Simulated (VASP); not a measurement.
# Al2Cu in VASP: further runs, part 2 of 2

VASP 6.6.1. The steps go on from the part before.

### Step 4. Single point, PBEsol (atoms displaced along a vibrational mode, the cell strained)

INCAR

```
SYSTEM = Al2Cu
ALGO = Fast
EDIFF = 1E-7
ENCUT = 520
GGA = PS
ISIF = 2
ISMEAR = 0
LASPH = .True.
LCHARG = .False.
LREAL = .False.
LWAVE = .False.
NBANDS = 16
NELM = 100
PREC = Accurate
SIGMA = 0.15
```

KPOINTS

```
k-points
0
Gamma
  14 14 14
  0 0 0
```

POSCAR

```
Al2Cu
1.0
   -2.0515380301      2.0515380301      2.8631594530
    2.0515380301     -2.0515380301      2.8631594530
    2.0515380301      2.0515380301     -2.8631594530
Al Cu
2 1
Direct
    0.7311401935      0.2311401935      0.4622803870
    0.2311401935      0.7311401935      0.4622803870
    0.5160156924      0.5160156924      0.0320313848
```

Potentials or basis: VASP PAW PBE potentials, release 64 (Al, Cu).

The run is started by

```
cat potpaw_PBE.64/Al/POTCAR potpaw_PBE.64/Cu/POTCAR > POTCAR
mpirun -np 1 vasp_std > vasp.out
```

OUTCAR:

```text
SYSTEM = Al2Cu
   EDIFF = 1E-7
   ENCUT = 520
   GGA = PS
   ISIF = 2
   ISMEAR = 0
   LASPH = .True.
   LREAL = .False.
   NELM = 100
   PREC = Accurate

 ion  position               nearest neighbor table
   1  0.731  0.231  0.462-   3 2.39   3 2.39   3 2.62   3 2.62   2 2.86   2 2.86   2 2.90   2 2.90
                             2 2.90   2 2.90
   2  0.231  0.731  0.462-   3 2.39   3 2.39   3 2.62   3 2.62   1 2.86   1 2.86   1 2.90   1 2.90
                             1 2.90   1 2.90
   3  0.516  0.516  0.032-   2 2.39   1 2.39   1 2.39   2 2.39   1 2.62   2 2.62   2 2.62   1 2.62

  LATTYP: Found a body centered tetragonal cell.
 ALAT       =     4.1030760602
 C/A-ratio  =     1.3956160749

  Lattice vectors:

 A1 = (  -2.0515380301,   2.0515380301,   2.8631594530)
 A2 = (   2.0515380301,  -2.0515380301,   2.8631594530)
 A3 = (   2.0515380301,   2.0515380301,  -2.8631594530)

Analysis of symmetry for initial positions (statically):
=====================================================================
 Subroutine PRICEL returns:
 Original cell was already a primitive cell.

 Routine SETGRP: Setting up the symmetry group for a
 body centered tetragonal supercell.

 Subroutine GETGRP returns: Found  4 space group operations
 (whereof  4 operations were pure point group operations)
 out of a pool of 16 trial point group operations.

The static configuration has the point symmetry C_2v.

Analysis of symmetry for dynamics (positions and initial velocities):
=====================================================================
 Subroutine PRICEL returns:
 Original cell was already a primitive cell.

 Routine SETGRP: Setting up the symmetry group for a
 body centered tetragonal supercell.

 Subroutine GETGRP returns: Found  4 space group operations
 (whereof  4 operations were pure point group operations)
 out of a pool of 16 trial point group operations.

The dynamic configuration has the point symmetry C_2v.

 Subroutine INISYM returns: Found  4 space group operations
 (whereof  4 operations are pure point group operations),
 and found     1 'primitive' translations

----------------------------------------------------------------------------------------

                                     Primitive cell

  volume of cell :      48.2020

  direct lattice vectors                    reciprocal lattice vectors
    -2.051538030  2.051538030  2.863159453     0.000000000  0.243719586  0.174632258
     2.051538030 -2.051538030  2.863159453     0.243719586  0.000000000  0.174632258
     2.051538030  2.051538030 -2.863159453     0.243719586  0.243719586  0.000000000

  length of vectors
     4.076186776  4.076186776  4.076186776     0.299826053  0.299826053  0.344671544

  position of ions in fractional coordinates (direct lattice)
     0.731140194  0.231140194  0.462280387
     0.231140194  0.731140194  0.462280387
     0.516015692  0.516015692  0.032031385

  ion indices of the primitive-cell ions
   primitive index   ion index
                 1           1
                 2           2
                 3           3

[... 22 lines left out ...]
 ===========================================

 Found    428 irreducible k-points:

 Following reciprocal coordinates:
            Coordinates               Weight
  0.000000  0.000000  0.000000      1.000000
  0.071429  0.000000  0.000000      8.000000
  0.142857  0.000000  0.000000      8.000000
  0.214286  0.000000  0.000000      8.000000
  0.285714  0.000000  0.000000      8.000000
  0.357143  0.000000 -0.000000      8.000000
[... 16 lines left out ...]
 -0.428571  0.071429  0.000000      8.000000
  0.000000 -0.357143 -0.071429      8.000000
 [... further k-points ...]
   k-points           NKPTS =    428   k-points in BZ     NKDIM =    428   number of bands    NBANDS=     16
   number of dos      NEDOS =    301   number of ions     NIONS =      3
   total plane-waves  NPLWV =  27000
   dimension x,y,z NGX =    30 NGY =   30 NGZ =   30
   dimension x,y,z NGXF=    60 NGYF=   60 NGZF=   60
   ions per type =               2   1
   NGX,Y,Z   is equivalent  to a cutoff of  12.24, 12.24, 12.24 a.u.
   NGXF,Y,Z  is equivalent  to a cutoff of  24.47, 24.47, 24.47 a.u.
 SYSTEM =  Al2Cu
   PREC   = accura    normal or accurate (medium, high low for compatibility)
   ISTART =      0    job   : 0-new  1-cont  2-samecut
   ICHARG =      2    charge: 1-file 2-atom 10-const
   ISPIN  =      1    spin polarized calculation?
   LNONCOLLINEAR =      F non collinear calculations
   LSORBIT =      F    spin-orbit coupling
   LASPH  =      T    aspherical Exc in radial PAW
   ENCUT  =  520.0 eV  38.22 Ry    6.18 a.u.   7.58  7.58  7.58*2*pi/ulx,y,z
   NELM   =    100;   NELMIN=  2; NELMDL= -5     # of ELM steps
   EDIFF  = 0.1E-06   stopping-criterion for ELM
   LREAL  =      F    real-space projection
   EDIFFG = 0.1E-05   stopping-criterion for IOM
   NSW    =      0    number of steps for IOM
   IBRION =     -1    ionic relax: 0-MD 1-quasi-New 2-CG
   NFREE  =      0    steps in history (QN), initial steepest desc. (CG)
   ISIF   =      2    stress and relaxation
   ISYM   =      2    0-nonsym 1-usesym 2-fastsym
   POTIM  = 0.5000    time-step for ionic-motion
   TEBEG  =    0.0;   TEEND  =   0.0 temperature during run
   PSTRESS=    0.0 pullay stress
   NELECT =      17.0000    total number of electrons
   NUPDOWN=      -1.0000    fix difference up-down
   EMIN   =  10.00;   EMAX   =-10.00  energy-range for DOS
   EFERMI =   0.00;   METHOD = LEGACY
   ISMEAR =     0;   SIGMA  =   0.15  broadening in eV -4-tet -1-fermi 0-gaus
   EFERMI_NEDOS =   21; number of points for ismear=-14 and -15
   IALGO  =     68    algorithm
   IMIX   =      4    mixing-type and parameters
     AMIX     =   0.40;   BMIX     =  1.00
     AMIX_MAG =   1.60;   BMIX_MAG =  1.00
  volume/ion in A,a.u.               =      16.07       108.43
  Fermi-wavevector in a.u.,A,eV,Ry     =   1.156653  2.185756 18.202488  1.337845
  Thomas-Fermi vector in A             =   2.293271
   LORBIT       =      0    0 simple, 1 ext, 2 COOP (PROOUT), +10 PAW based schemes
   GGA     = PS    functional components
   LHFCALC =     F    Hartree Fock is set to
   AEXX    =    0.0000 exact exchange contribution
   IVDW    =     0    specifies the selected vdW correction
   LEPSILON=     F    determine dielectric tensor
   LRPA    =     F    only Hartree local field effects (RPA)
 non-spin polarized calculation
 RMM-DIIS sequential band-by-band and
 Gauss-broadening in eV      SIGMA  =   0.15
  energy-cutoff  :      520.00
  volume of cell :       48.20
 maximum number of plane-waves:      1319
   NGX = 15   NGY = 15   NGZ = 15

 number of electron      16.9999993 magnetization

 Free energy of the ion-electron system (eV)
  ---------------------------------------------------
  ext. energy  EPLUGINS =         0.00000000
  ---------------------------------------------------
  free energy    TOTEN  =       -12.86749446 eV

  energy without entropy =      -12.85697677  energy(sigma->0) =      -12.86223561

 E-fermi :   6.8434     XC(G=0): -10.5204

 val. band max:        6.8414711166   @ k =  -0.2857   0.1429   0.0000
 cond. band min:       6.8463851684   @ k =   0.0000  -0.2143  -0.1429
 fundamental gap:      0.0049140518
 Fermi energy:         6.8433531027

 k-point     1 :       0.0000    0.0000    0.0000
  band No.  band energies     occupation
      1      -3.3039      2.00000
      2       2.2482      2.00000
      3       2.2809      2.00000
      4       2.2941      2.00000
      5       2.8055      2.00000
      6       2.8328      2.00000
[... 433 lines left out ...]
      3       2.4014      2.00000
      4       2.4288      2.00000
      5       2.8458      2.00000
      6       2.8647      2.00000
[... 8 lines left out ...]
     15      16.0332      0.00000
     16      17.2549      0.00000

 [... further k-points ...]

------------------------ aborting loop because EDIFF is reached ----------------------------------------

  FORCE on cell =-STRESS in cart. coord.  units (eV):
  Direction    XX          YY          ZZ          XY          YZ          ZX
  --------------------------------------------------------------------------------------
  -------------------------------------------------------------------------------------
  Total       -0.4600110     -0.4600110      0.1108012     -0.2145003      0.0000000      0.0000000
  in kB      -15.2902331    -15.2902331      3.6829034     -7.1297408      0.0000000      0.0000000
  external PRESSURE =      -8.9658543 kB  Pullay stress =       0.0000000 kB

 VOLUME and BASIS-vectors are now :
 -----------------------------------------------------------------------------
  energy-cutoff  :      520.00
  volume of cell :       48.20
      direct lattice vectors                 reciprocal lattice vectors
    -2.051538030  2.051538030  2.863159453     0.000000000  0.243719586  0.174632258
     2.051538030 -2.051538030  2.863159453     0.243719586  0.000000000  0.174632258
     2.051538030  2.051538030 -2.863159453     0.243719586  0.243719586  0.000000000

 POSITION                                       TOTAL-FORCE (eV/Angst)
 -----------------------------------------------------------------------------------
     -0.07738      1.97415      1.43158         0.489208      0.489208      0.000000
      1.97415     -0.07738      1.43158         0.489208      0.489208     -0.000000
      0.06571      0.06571      2.86316        -0.978416     -0.978416      0.000000
 -----------------------------------------------------------------------------------
    total drift:                                0.000135      0.000135      0.000002

  FREE ENERGIE OF THE ION-ELECTRON SYSTEM (eV)
  ---------------------------------------------------
  free  energy   TOTEN  =       -12.8674944563 eV

  energy  without entropy=      -12.8569767716  energy(sigma->0) =      -12.86223561
```

stdout:

```text
POSCAR found type information on POSCAR AlCu
 POSCAR found :  2 types and       3 ions
 scaLAPACK will be used
 -----------------------------------------------------------------------------
|                                                                             |
|                                                                             |
|     You enforced a specific xc type in the INCAR file but a different       |
|     I HOPE YOU KNOW WHAT YOU ARE DOING!                                     |
|                                                                             |
 -----------------------------------------------------------------------------

 LDA part: xc-table for (Slater+PW92), standard interpolation
 POSCAR, INCAR and KPOINTS ok, starting setup
 FFT: planning ... GRIDC
 FFT: planning ... GRID_SOFT
 FFT: planning ... GRID
 WAVECAR not read
 entering main loop
WARNING in EDDRMM: call to ZHEGV failed, returncode =   8  4     16
```

Wall time 3.5 min (1 thread of Intel Xeon 6975P-C (Granite Rapids), shared host); peak memory 0.42 GiB.

What came out:

```
Free energy            : -12.8675 eV
Pressure               : -0.9 GPa
Largest force          : 1.384 eV/Å
Band gap on the k mesh : zero (an odd number of electrons rules out a gap without spin polarisation)
```

Forces in eV/Å, atoms in the order of the input:
```
Al   0.489  0.489  0.000
Al   0.489  0.489  0.000
Cu  -0.978 -0.978  0.000
```

Stress tensor (GPa, compression positive):
```
-1.53 -0.71  0.00
-0.71 -1.53  0.00
 0.00  0.00  0.37
```

Caveat: the cell differs from its parent crystal (atoms displaced along a vibrational mode, the cell strained); the PAW data sets were made with another functional, which shifts forces and pressure a little.

### Step 5. Single point, PBEsol (atoms displaced along a vibrational mode, the cell strained)

INCAR

```
  PREC = Accurate
  ENCUT = 520
  EDIFF = 1E-6
  ISMEAR = 0
  SIGMA = 0.15
  LREAL = False
  LASPH = True
  NELM = 80
  ALGO = Fast
  ISIF = 2
  LWAVE = False
  LCHARG = False
  GGA = PS
  NBANDS = 16
```

KPOINTS

```
regular mesh
0
Gamma
  14 14 14
```

POSCAR

```
Al2Cu
1.0
   -2.0515380301      2.0515380301      2.8631594530
    2.0515380301     -2.0515380301      2.8631594530
    2.0515380301      2.0515380301     -2.8631594530
Al Cu
2 1
Direct
    0.7374267957      0.2374267957      0.4748535913
    0.2374267957      0.7374267957      0.4748535913
    0.5106771283      0.5106771283      0.0213542565
```

Potentials or basis: VASP PAW PBE potentials, release 64 (Al, Cu).

The run is started by

```
cat potpaw_PBE.64/Al/POTCAR potpaw_PBE.64/Cu/POTCAR > POTCAR
mpirun -np 1 vasp_std > vasp.out
```

OUTCAR:

```text
PREC = Accurate
   ENCUT = 520
   EDIFF = 1E-6
   ISMEAR = 0
   LREAL = False
   LASPH = True
   NELM = 80
   ISIF = 2
   GGA = PS

 ion  position               nearest neighbor table
   1  0.737  0.237  0.475-   3 2.43   3 2.43   3 2.58   3 2.58   2 2.86   2 2.86   2 2.90   2 2.90
                             2 2.90   2 2.90
   2  0.237  0.737  0.475-   3 2.43   3 2.43   3 2.58   3 2.58   1 2.86   1 2.86   1 2.90   1 2.90
                             1 2.90   1 2.90
   3  0.511  0.511  0.021-   2 2.43   1 2.43   1 2.43   2 2.43   1 2.58   2 2.58   2 2.58   1 2.58

  LATTYP: Found a body centered tetragonal cell.
 ALAT       =     4.1030760602
 C/A-ratio  =     1.3956160749

  Lattice vectors:

 A1 = (  -2.0515380301,   2.0515380301,   2.8631594530)
 A2 = (   2.0515380301,  -2.0515380301,   2.8631594530)
 A3 = (   2.0515380301,   2.0515380301,  -2.8631594530)

Analysis of symmetry for initial positions (statically):
=====================================================================
 Subroutine PRICEL returns:
 Original cell was already a primitive cell.

 Routine SETGRP: Setting up the symmetry group for a
 body centered tetragonal supercell.

[... 173 lines left out ...]
 fundamental gap:      0.0010925811
 Fermi energy:         6.8411903773

 k-point     1 :       0.0000    0.0000    0.0000
  band No.  band energies     occupation
      1      -3.3030      2.00000
      2       2.2875      2.00000
      3       2.2947      2.00000
      4       2.3080      2.00000
      5       2.8383      2.00000
      6       2.8568      2.00000
[... 433 lines left out ...]
      3       2.4268      2.00000
      4       2.4495      2.00000
      5       2.8684      2.00000
      6       2.9010      2.00000
[... 8 lines left out ...]
     15      16.0251      0.00000
     16      17.2593      0.00000

 [... further k-points ...]

------------------------ aborting loop because EDIFF is reached ----------------------------------------

  FORCE on cell =-STRESS in cart. coord.  units (eV):
  Direction    XX          YY          ZZ          XY          YZ          ZX
  --------------------------------------------------------------------------------------
  -------------------------------------------------------------------------------------
  Total       -0.7134052     -0.7134052     -0.2510472     -0.0944236      0.0000000      0.0000000
  in kB      -23.7127629    -23.7127629     -8.3445203     -3.1385308      0.0000000      0.0000000
  external PRESSURE =     -18.5900154 kB  Pullay stress =       0.0000000 kB

 VOLUME and BASIS-vectors are now :
 -----------------------------------------------------------------------------
  energy-cutoff  :      520.00
  volume of cell :       48.20
      direct lattice vectors                 reciprocal lattice vectors
    -2.051538030  2.051538030  2.863159453     0.000000000  0.243719586  0.174632258
     2.051538030 -2.051538030  2.863159453     0.243719586  0.000000000  0.174632258
     2.051538030  2.051538030 -2.863159453     0.243719586  0.243719586  0.000000000

 POSITION                                       TOTAL-FORCE (eV/Angst)
 -----------------------------------------------------------------------------------
     -0.05159      1.99995      1.43158         0.327841      0.327841      0.000000
      1.99995     -0.05159      1.43158         0.327841      0.327841      0.000000
      0.04381      0.04381      2.86316        -0.655682     -0.655682     -0.000000
 -----------------------------------------------------------------------------------
    total drift:                               -0.000215     -0.000215     -0.000002

  FREE ENERGIE OF THE ION-ELECTRON SYSTEM (eV)
  ---------------------------------------------------
  free  energy   TOTEN  =       -12.9454826929 eV

  energy  without entropy=      -12.9349444882  energy(sigma->0) =      -12.94021359
```

stdout:

```text
POSCAR found type information on POSCAR AlCu
 POSCAR found :  2 types and       3 ions
 scaLAPACK will be used
 -----------------------------------------------------------------------------
|                                                                             |
|                                                                             |
|     You enforced a specific xc type in the INCAR file but a different       |
|     I HOPE YOU KNOW WHAT YOU ARE DOING!                                     |
|                                                                             |
 -----------------------------------------------------------------------------

 LDA part: xc-table for (Slater+PW92), standard interpolation
 POSCAR, INCAR and KPOINTS ok, starting setup
 FFT: planning ... GRIDC
 FFT: planning ... GRID_SOFT
 FFT: planning ... GRID
 WAVECAR not read
 entering main loop
```

It took 2.8 min on 1 thread of Intel Xeon 6975P-C (Granite Rapids), shared host; peak memory 0.42 GiB.

What came out:

| Item | Value |
| --- | --- |
| Free energy | -12.9455 eV |
| Pressure | -1.9 GPa |
| Largest force | 0.927 eV/Å |
| Band gap on the k mesh | zero (an odd number of electrons rules out a gap without spin polarisation) |

Forces on the atoms (eV/Å):
```
Al   0.328  0.328  0.000
Al   0.328  0.328  0.000
Cu  -0.656 -0.656  0.000
```

Stress tensor (GPa, compression positive):
```
-2.37 -0.31  0.00
-0.31 -2.37  0.00
 0.00  0.00 -0.83
```

Caveat: the cell differs from its parent crystal (atoms displaced along a vibrational mode, the cell strained); the PAW data sets were made with another functional, which shifts forces and pressure a little.

### Step 6. The runs side by side

```csv
cell,further INCAR settings,gap on the mesh (eV),pressure (GPa),largest force (eV/Å)
"a = 4.022 Å, angles 120.4, 120.4, 89.2°, 3 atoms, atomic positions A",ALGO = Fast; EDIFF = 1e-06; NBANDS = 16,none,4.4,1.08
"a = 4.049 Å, angles 120.0, 120.0, 90.0°, 3 atoms, atomic positions A",ALGO = Fast; EDIFF = 1e-06; NBANDS = 16,none,0.7,1.00
"a = 4.076 Å, angles 119.6, 119.6, 90.8°, 3 atoms, atomic positions B",ALGO = Fast; EDIFF = 1e-07; NBANDS = 16,none,-0.9,1.38
"a = 4.076 Å, angles 119.6, 119.6, 90.8°, 3 atoms, atomic positions A",ALGO = Fast; EDIFF = 1e-06; NBANDS = 16,none,-1.9,0.93
```

Alike in all rows: task single point; level PBEsol; potentials or basis VASP PAW PBE potentials, release 64 (Al, Cu); no spin polarisation; k mesh 14 × 14 × 14; cutoff (eV) 520; smearing gaussian 0.15 eV.

Caveats: the PAW data sets were made with another functional, which shifts forces and pressure a little; the cell stands under pressure (at least some runs).

Absolute energies hang on the potentials; compare differences alone.
